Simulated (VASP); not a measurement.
# BaZrO3 (Pm-3m) in VASP: a series of runs, part 2 of 2

VASP 6.6.1.

## 3. Single point, r2SCAN

This run uses another cell than the first one, of 14.87 Å³/atom, 0.984 times its volume.

Contents of POSCAR:

```
BaZrO3
1.0
    4.2051759345      0.0000000000      0.0000000000
    0.0000000000      4.2051759345      0.0000000000
    0.0000000000      0.0000000000      4.2051759345
Ba Zr O
1 1 3
Direct
    0.0000000000      0.0000000000      0.0000000000
    0.5000000000      0.5000000000      0.5000000000
    0.5000000000      0.5000000000      0.0000000000
    0.5000000000      0.0000000000      0.5000000000
    0.0000000000      0.5000000000      0.5000000000
```

Contents of INCAR.step1:

```
SYSTEM = BaZrO3
  PREC = Accurate
  ENCUT = 520
  ISMEAR = -1
  SIGMA = 0.05
  LREAL = .FALSE.
  LASPH = .TRUE.
  NELM = 60
  NBANDS = 28
  GGA = PE
  ALGO = Normal
  EDIFF = 1E-4
  LWAVE = .TRUE.
  LCHARG = .FALSE.
```

Contents of INCAR.step2:

```
SYSTEM = BaZrO3
  PREC = Accurate
  ENCUT = 520
  EDIFF = 1E-7
  ISMEAR = -1
  SIGMA = 0.05
  LREAL = .FALSE.
  LASPH = .TRUE.
  NELM = 60
  ALGO = Normal
  ISIF = 2
  LWAVE = .FALSE.
  LCHARG = .TRUE.
  METAGGA = R2SCAN
  LMIXTAU = .TRUE.
  LELF = .TRUE.
  LVHAR = .TRUE.
  NBANDS = 28
  ISTART = 1
```

Contents of KPOINTS:

```
Automatic mesh
0
G
  6 6 6
  0 0 0
```

Potentials or basis: VASP PAW PBE potentials, release 64 (Ba_sv, Zr_sv, O).

Launch:

```bash
> cat potpaw_PBE.64/Ba_sv/POTCAR potpaw_PBE.64/Zr_sv/POTCAR potpaw_PBE.64/O/POTCAR > POTCAR
> cp INCAR.step1 INCAR
> mpirun -np 1 vasp_std > vasp.out
> cp INCAR.step2 INCAR
> mpirun -np 1 vasp_std > vasp.out
```

OUTCAR:

```text
SYSTEM = BaZrO3
   PREC = Accurate
   ENCUT = 520
   EDIFF = 1E-7
   ISMEAR = -1
   LREAL = .FALSE.
   LASPH = .TRUE.
   NELM = 60
   ISIF = 2
   METAGGA = R2SCAN
   ISTART = 1

 ion  position               nearest neighbor table
   1  0.000  0.000  0.000-   3 2.97   4 2.97   5 2.97   4 2.97   5 2.97   3 2.97   5 2.97   5 2.97
                             3 2.97   4 2.97   4 2.97   3 2.97   2 3.64   2 3.64   2 3.64   2 3.64
   2  0.500  0.500  0.500-   3 2.10   4 2.10   5 2.10   3 2.10   4 2.10   5 2.10   1 3.64   1 3.64
                             1 3.64   1 3.64   1 3.64   1 3.64   1 3.64   1 3.64
   3  0.500  0.500  0.000-   2 2.10   2 2.10   1 2.97   1 2.97   1 2.97   1 2.97
   4  0.500  0.000  0.500-   2 2.10   2 2.10   1 2.97   1 2.97   1 2.97   1 2.97
   5  0.000  0.500  0.500-   2 2.10   2 2.10   1 2.97   1 2.97   1 2.97   1 2.97

  LATTYP: Found a simple cubic cell.
 ALAT       =     4.2051759345

  Lattice vectors:

 A1 = (   4.2051759345,   0.0000000000,   0.0000000000)
 A2 = (   0.0000000000,   4.2051759345,   0.0000000000)
 A3 = (   0.0000000000,   0.0000000000,   4.2051759345)

Analysis of symmetry for initial positions (statically):
=====================================================================
 Subroutine PRICEL returns:
 Original cell was already a primitive cell.

 Routine SETGRP: Setting up the symmetry group for a
 simple cubic supercell.

 Subroutine GETGRP returns: Found 48 space group operations
 (whereof 48 operations were pure point group operations)
 out of a pool of 48 trial point group operations.

The static configuration has the point symmetry O_h .

Analysis of symmetry for dynamics (positions and initial velocities):
=====================================================================
 Subroutine PRICEL returns:
 Original cell was already a primitive cell.

 Routine SETGRP: Setting up the symmetry group for a
 simple cubic supercell.

 Subroutine GETGRP returns: Found 48 space group operations
 (whereof 48 operations were pure point group operations)
 out of a pool of 48 trial point group operations.

The dynamic configuration has the point symmetry O_h .

 Subroutine INISYM returns: Found 48 space group operations
 (whereof 48 operations are pure point group operations),
 and found     1 'primitive' translations

----------------------------------------------------------------------------------------

                                     Primitive cell

  volume of cell :      74.3622

  direct lattice vectors                    reciprocal lattice vectors
     4.205175934  0.000000000  0.000000000     0.237802179  0.000000000  0.000000000
     0.000000000  4.205175934  0.000000000     0.000000000  0.237802179  0.000000000
     0.000000000  0.000000000  4.205175934     0.000000000  0.000000000  0.237802179

  length of vectors
     4.205175934  4.205175934  4.205175934     0.237802179  0.237802179  0.237802179

  position of ions in fractional coordinates (direct lattice)
     0.000000000  0.000000000  0.000000000
     0.500000000  0.500000000  0.500000000
     0.500000000  0.500000000  0.000000000
     0.500000000  0.000000000  0.500000000
     0.000000000  0.500000000  0.500000000
[... 31 lines left out ...]
 ===========================================

 Found     20 irreducible k-points:

 Following reciprocal coordinates:
            Coordinates               Weight
  0.000000  0.000000  0.000000      1.000000
  0.166667  0.000000  0.000000      6.000000
  0.333333  0.000000  0.000000      6.000000
  0.500000  0.000000  0.000000      3.000000
  0.166667  0.166667  0.000000     12.000000
  0.333333  0.166667  0.000000     24.000000
[... 12 lines left out ...]
  0.500000  0.500000  0.333333      6.000000
  0.500000  0.500000  0.500000      1.000000
   k-points           NKPTS =     20   k-points in BZ     NKDIM =     20   number of bands    NBANDS=     28
   number of dos      NEDOS =    301   number of ions     NIONS =      5
   total plane-waves  NPLWV =  32768
   dimension x,y,z NGX =    32 NGY =   32 NGZ =   32
   dimension x,y,z NGXF=    64 NGYF=   64 NGZF=   64
   ions per type =               1   1   3
   NGX,Y,Z   is equivalent  to a cutoff of  12.65, 12.65, 12.65 a.u.
   NGXF,Y,Z  is equivalent  to a cutoff of  25.30, 25.30, 25.30 a.u.
 SYSTEM =  BaZrO3
   PREC   = accura    normal or accurate (medium, high low for compatibility)
   ISTART =      1    job   : 0-new  1-cont  2-samecut
   ICHARG =      0    charge: 1-file 2-atom 10-const
   ISPIN  =      1    spin polarized calculation?
   LNONCOLLINEAR =      F non collinear calculations
   LSORBIT =      F    spin-orbit coupling
   LASPH  =      T    aspherical Exc in radial PAW
   ENCUT  =  520.0 eV  38.22 Ry    6.18 a.u.   7.82  7.82  7.82*2*pi/ulx,y,z
   NELM   =     60;   NELMIN=  2; NELMDL=  0     # of ELM steps
   EDIFF  = 0.1E-06   stopping-criterion for ELM
   LREAL  =      F    real-space projection
   EDIFFG = 0.1E-05   stopping-criterion for IOM
   NSW    =      0    number of steps for IOM
   IBRION =     -1    ionic relax: 0-MD 1-quasi-New 2-CG
   NFREE  =      0    steps in history (QN), initial steepest desc. (CG)
   ISIF   =      2    stress and relaxation
   ISYM   =      2    0-nonsym 1-usesym 2-fastsym
   POTIM  = 0.5000    time-step for ionic-motion
   TEBEG  =    0.0;   TEEND  =   0.0 temperature during run
   PSTRESS=    0.0 pullay stress
   NELECT =      40.0000    total number of electrons
   NUPDOWN=      -1.0000    fix difference up-down
   EMIN   =  10.00;   EMAX   =-10.00  energy-range for DOS
   EFERMI =   0.00;   METHOD = LEGACY
   ISMEAR =    -1;   SIGMA  =   0.05  broadening in eV -4-tet -1-fermi 0-gaus
   EFERMI_NEDOS =   21; number of points for ismear=-14 and -15
   IALGO  =     38    algorithm
   IMIX   =      4    mixing-type and parameters
     AMIX     =   0.40;   BMIX     =  1.00
     AMIX_MAG =   1.60;   BMIX_MAG =  1.00
  volume/ion in A,a.u.               =      14.87       100.36
  Fermi-wavevector in a.u.,A,eV,Ry     =   1.331406  2.515993 24.118274  1.772643
  Thomas-Fermi vector in A             =   2.460420
   LORBIT       =      0    0 simple, 1 ext, 2 COOP (PROOUT), +10 PAW based schemes
   METAGGA = R2SCAN    functional components
   LHFCALC =     F    Hartree Fock is set to
   AEXX    =    0.0000 exact exchange contribution
   IVDW    =     0    specifies the selected vdW correction
   LEPSILON=     F    determine dielectric tensor
   LRPA    =     F    only Hartree local field effects (RPA)
 non-spin polarized calculation
  energy-cutoff  :      520.00
  volume of cell :       74.36
 maximum number of plane-waves:      2016
 NGX is ok and might be reduce to    32
   NGX = 15   NGY = 15   NGZ = 15

 number of electron      39.9999994 magnetization

 Free energy of the ion-electron system (eV)
  ---------------------------------------------------
  ext. energy  EPLUGINS =         0.00000000
  ---------------------------------------------------
  free energy    TOTEN  =       -85.10553571 eV

  energy without entropy =      -85.10553571  energy(sigma->0) =      -85.10553571

 E-fermi :   4.5832     XC(G=0): -11.3369

 val. band max:        3.4148400407   @ k =   0.5000   0.5000   0.5000
 cond. band min:       7.0934721519   @ k =   0.0000   0.0000   0.0000
 fundamental gap:      3.6786321112
 Fermi energy:         4.5831612484

 k-point     1 :       0.0000    0.0000    0.0000
  band No.  band energies     occupation
      1     -45.1599      2.00000
      2     -22.6138      2.00000
      3     -22.5896      2.00000
      4     -22.5896      2.00000
      5     -22.5896      2.00000
      6     -13.9111      2.00000
[... 609 lines left out ...]
     27      13.0930      0.00000
     28      13.0930      0.00000

------------------------ aborting loop because EDIFF is reached ----------------------------------------

  FORCE on cell =-STRESS in cart. coord.  units (eV):
  Direction    XX          YY          ZZ          XY          YZ          ZX
  --------------------------------------------------------------------------------------
  -------------------------------------------------------------------------------------
  Total        0.4738735      0.4738735      0.4738735     -0.0000000      0.0000000     -0.0000000
  in kB       10.2098760     10.2098760     10.2098760     -0.0000000      0.0000000     -0.0000000
  external PRESSURE =      10.2098760 kB  Pullay stress =       0.0000000 kB

 VOLUME and BASIS-vectors are now :
 -----------------------------------------------------------------------------
  energy-cutoff  :      520.00
  volume of cell :       74.36
      direct lattice vectors                 reciprocal lattice vectors
     4.205175934  0.000000000  0.000000000     0.237802179  0.000000000  0.000000000
     0.000000000  4.205175934  0.000000000     0.000000000  0.237802179  0.000000000
     0.000000000  0.000000000  4.205175934     0.000000000  0.000000000  0.237802179

 POSITION                                       TOTAL-FORCE (eV/Angst)
 -----------------------------------------------------------------------------------
      0.00000      0.00000      0.00000         0.000000      0.000000      0.000000
      2.10259      2.10259      2.10259         0.000000      0.000000      0.000000
      2.10259      2.10259      0.00000         0.000000      0.000000      0.000000
      2.10259      0.00000      2.10259         0.000000      0.000000      0.000000
      0.00000      2.10259      2.10259         0.000000      0.000000      0.000000
 -----------------------------------------------------------------------------------
    total drift:                                0.000000     -0.000000     -0.000000

  FREE ENERGIE OF THE ION-ELECTRON SYSTEM (eV)
  ---------------------------------------------------
  free  energy   TOTEN  =       -85.1055357096 eV

  energy  without entropy=      -85.1055357096  energy(sigma->0) =      -85.10553571
```

It took 91 s on 1 thread of Intel Xeon Platinum 8375C at 2.90GHz (Ice Lake), shared host; peak memory 0.21 GiB.

Results:

```
Free energy            : -85.1055 eV
Pressure               : 1.0 GPa
Band gap on the k mesh : 3.68 eV, indirect (least direct gap 3.93 eV)
```

Levels at points of the mesh, in eV from the valence-band top:
| k point | band 18 | band 19 | band 20 | band 21 | band 22 | band 23 |
| --- | --- | --- | --- | --- | --- | --- |
| (0.00, 0.00, 0.00) | -0.25 | -0.25 | -0.25 | 3.68 | 3.68 | 3.68 |
| (0.50, 0.00, 0.00) | -1.66 | -0.50 | -0.50 | 4.11 | 6.16 | 6.16 |
| (0.50, 0.50, 0.00) | -0.94 | -0.85 | -0.07 | 6.13 | 6.13 | 6.93 |
| (0.50, 0.50, 0.50) | 0.00 | 0.00 | 0.00 | 6.58 | 6.58 | 6.58 |

Caveat: the PAW data sets were made with another functional, which shifts forces and pressure a little; spin-orbit coupling is left out, which moves the levels of the heavy elements. r2SCAN opens gaps a little over a GGA but as a rule still falls short of measured ones.

## 4. Single point, PBEsol (volume scaled by 0.94)

Contents of INCAR:

```
SYSTEM = BaZrO3
ALGO = Normal ; EDIFF = 1E-6
ENCUT = 520 ; GGA = PS
ISIF = 2 ; ISMEAR = -1
LASPH = .TRUE. ; LCHARG = .FALSE.
LREAL = .FALSE. ; LWAVE = .FALSE.
NBANDS = 28 ; NELM = 80
PREC = Accurate ; SIGMA = 0.05
```

Contents of KPOINTS:

```
k-points
0
G
  6 6 6
  0 0 0
```

POSCAR: that of step 3 with these lines changed.

```diff
@@ -2,5 +2,5 @@
 1.0
-    4.2051759345      0.0000000000      0.0000000000
-    0.0000000000      4.2051759345      0.0000000000
-    0.0000000000      0.0000000000      4.2051759345
+    4.1057784409      0.0000000000      0.0000000000
+    0.0000000000      4.1057784409      0.0000000000
+    0.0000000000      0.0000000000      4.1057784409
 Ba Zr O
```

Potentials or basis: VASP PAW PBE potentials, release 64 (Ba_sv, Zr_sv, O).

Launch:

```bash
> cat potpaw_PBE.64/Ba_sv/POTCAR potpaw_PBE.64/Zr_sv/POTCAR potpaw_PBE.64/O/POTCAR > POTCAR
> mpirun -np 1 vasp_std > vasp.out
```

OUTCAR:

```text
SYSTEM = BaZrO3
   EDIFF = 1E-6
   ENCUT = 520
   GGA = PS
   ISIF = 2
   ISMEAR = -1
   LASPH = .TRUE.
   LREAL = .FALSE.
   NELM = 80
   PREC = Accurate

 ion  position               nearest neighbor table
   1  0.000  0.000  0.000-   3 2.90   4 2.90   5 2.90   4 2.90   5 2.90   3 2.90   5 2.90   5 2.90
                             3 2.90   4 2.90   4 2.90   3 2.90   2 3.56   2 3.56   2 3.56   2 3.56
   2  0.500  0.500  0.500-   3 2.05   4 2.05   5 2.05   3 2.05   4 2.05   5 2.05   1 3.56   1 3.56
                             1 3.56   1 3.56   1 3.56   1 3.56   1 3.56   1 3.56
   3  0.500  0.500  0.000-   2 2.05   2 2.05   1 2.90   1 2.90   1 2.90   1 2.90
   4  0.500  0.000  0.500-   2 2.05   2 2.05   1 2.90   1 2.90   1 2.90   1 2.90
   5  0.000  0.500  0.500-   2 2.05   2 2.05   1 2.90   1 2.90   1 2.90   1 2.90

  LATTYP: Found a simple cubic cell.
 ALAT       =     4.1057784409

  Lattice vectors:

 A1 = (   4.1057784409,   0.0000000000,   0.0000000000)
 A2 = (   0.0000000000,   4.1057784409,   0.0000000000)
 A3 = (   0.0000000000,   0.0000000000,   4.1057784409)

Analysis of symmetry for initial positions (statically):
=====================================================================
[... 176 lines left out ...]
 cond. band min:       7.3165436469   @ k =   0.0000   0.0000   0.0000
 fundamental gap:      3.2264261202
 Fermi energy:         5.3259201917

 k-point     1 :       0.0000    0.0000    0.0000
  band No.  band energies     occupation
      1     -42.4028      2.00000
      2     -20.9751      2.00000
      3     -20.7075      2.00000
      4     -20.7075      2.00000
      5     -20.7075      2.00000
      6     -12.2970      2.00000
[... 609 lines left out ...]
     27      13.6663      0.00000
     28      13.6663      0.00000

------------------------ aborting loop because EDIFF is reached ----------------------------------------

  FORCE on cell =-STRESS in cart. coord.  units (eV):
  Direction    XX          YY          ZZ          XY          YZ          ZX
  --------------------------------------------------------------------------------------
  -------------------------------------------------------------------------------------
  Total        4.9337696      4.9337696      4.9337696     -0.0000000     -0.0000000     -0.0000000
  in kB      114.2096797    114.2096797    114.2096797     -0.0000000     -0.0000000     -0.0000000
  external PRESSURE =     114.2096797 kB  Pullay stress =       0.0000000 kB

 VOLUME and BASIS-vectors are now :
 -----------------------------------------------------------------------------
  energy-cutoff  :      520.00
  volume of cell :       69.21
      direct lattice vectors                 reciprocal lattice vectors
     4.105778441  0.000000000  0.000000000     0.243559173  0.000000000  0.000000000
     0.000000000  4.105778441  0.000000000     0.000000000  0.243559173  0.000000000
     0.000000000  0.000000000  4.105778441     0.000000000  0.000000000  0.243559173

 POSITION                                       TOTAL-FORCE (eV/Angst)
 -----------------------------------------------------------------------------------
      0.00000      0.00000      0.00000         0.000000      0.000000      0.000000
      2.05289      2.05289      2.05289         0.000000      0.000000      0.000000
      2.05289      2.05289      0.00000         0.000000      0.000000      0.000000
      2.05289      0.00000      2.05289         0.000000      0.000000      0.000000
      0.00000      2.05289      2.05289         0.000000      0.000000      0.000000
 -----------------------------------------------------------------------------------
    total drift:                                0.000000     -0.000000     -0.000000

  FREE ENERGIE OF THE ION-ELECTRON SYSTEM (eV)
  ---------------------------------------------------
  free  energy   TOTEN  =       -43.4706892423 eV

  energy  without entropy=      -43.4706892423  energy(sigma->0) =      -43.47068924
```

It took 51 s on 1 thread of Intel Xeon 8259CL, shared host; peak memory 0.2 GiB.

What came out:

* Free energy: -43.4707 eV
* Pressure: 11.4 GPa
* Band gap on the k mesh: 3.23 eV, indirect (least direct gap 3.36 eV)

Levels at points of the mesh, in eV from the valence-band top:
| k point | band 18 | band 19 | band 20 | band 21 | band 22 | band 23 |
| --- | --- | --- | --- | --- | --- | --- |
| (0.00, 0.00, 0.00) | -0.14 | -0.14 | -0.14 | 3.23 | 3.23 | 3.23 |
| (0.50, 0.00, 0.00) | -1.85 | -0.34 | -0.34 | 3.75 | 6.10 | 6.10 |
| (0.50, 0.50, 0.00) | -0.93 | -0.62 | -0.09 | 6.05 | 6.05 | 6.76 |
| (0.50, 0.50, 0.50) | 0.00 | 0.00 | 0.00 | 6.15 | 6.15 | 6.15 |

Caveat: the cell differs from its parent crystal (volume scaled by 0.94); the PAW data sets were made with another functional, which shifts forces and pressure a little; spin-orbit coupling is left out, which moves the levels of the heavy elements. A k mesh can miss the band edges.

## 5. The runs side by side

```csv
level,cell,gap on the mesh (eV),pressure (GPa)
PBE,"a = 4.227 Å, 5 atoms",3.13,0.9
r2SCAN,"a = 4.205 Å, 5 atoms",3.68,1.0
PBEsol,"a = 4.106 Å, 5 atoms",3.23,11.4
```

Alike in all rows: task single point; potentials or basis VASP PAW PBE potentials, release 64 (Ba_sv, Zr_sv, O); no spin polarisation; k mesh 6 × 6 × 6; cutoff (eV) 520; smearing fermi-dirac 0.05 eV.

Caveats: spin-orbit coupling is left out, which moves the levels of the heavy elements; the PAW data sets were made with another functional, which shifts forces and pressure a little (some runs).

Absolute energies hang on the potentials; compare differences alone.
